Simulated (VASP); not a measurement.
A run of VASP 6.6.1 is set up as follows.

The input POSCAR:

```
SiC
1.0
    3.0759982064      0.0000000000      0.0000000000
   -1.5379991032      2.6638925888      0.0000000000
    0.0000000000      0.0000000000      5.0480000000
Si C
2 2
Direct
    0.3333333333      0.6666666667      0.0208003170
    0.6666666667      0.3333333333      0.4791996830
    0.3333333333      0.6666666667      0.3801421034
    0.6666666667      0.3333333333      0.8898578966
```

Contents of INCAR.step1:

```
SYSTEM = SiC
PREC = Accurate
ENCUT = 520
ISMEAR = 0
SIGMA = 0.05
LREAL = .False.
LASPH = .True.
NELM = 100
NBANDS = 16
GGA = PE
ALGO = Normal
EDIFF = 1E-4
LWAVE = .True.
LCHARG = .False.
```

Contents of INCAR.step2:

```
SYSTEM = SiC
PREC = Accurate
ENCUT = 520
EDIFF = 1E-6
ISMEAR = 0
SIGMA = 0.05
LREAL = .False.
LASPH = .True.
NELM = 100
ALGO = Normal
ISIF = 2
LWAVE = .False.
LCHARG = .False.
METAGGA = R2SCAN
LMIXTAU = .True.
NBANDS = 16
ISTART = 1
```

File KPOINTS:

```
regular mesh
0
Gamma
  12 12 6
  0 0 0
```

Potentials or basis: VASP PAW PBE potentials, release 64 (Si, C).

Run with:

```console
$ cat potpaw_PBE.64/Si/POTCAR potpaw_PBE.64/C/POTCAR > POTCAR
$ cp INCAR.step1 INCAR
$ mpirun -np 1 vasp_std > vasp.out
$ cp INCAR.step2 INCAR
$ mpirun -np 1 vasp_std > vasp.out
```

Q: Estimate the band gap on the k mesh.

A: 2.63 eV, indirect (least direct gap 4.15 eV).

Q: What does it give for the pressure?

A: 2.1 GPa.

Q: Estimate the largest force.

A: 3.701 eV/Å.

Forces on the atoms (eV/Å):
```
Si   0.000  0.000 -3.320
Si   0.000  0.000  3.701
C    0.000  0.000  0.250
C    0.000  0.000 -0.630
```

Caveat: the cell differs from its parent crystal (mode 6 (566.1 1/cm) frozen in, largest displacement +0.105 Å); the PAW data sets were made with another functional, which shifts forces and pressure a little. A k mesh can miss the band edges.
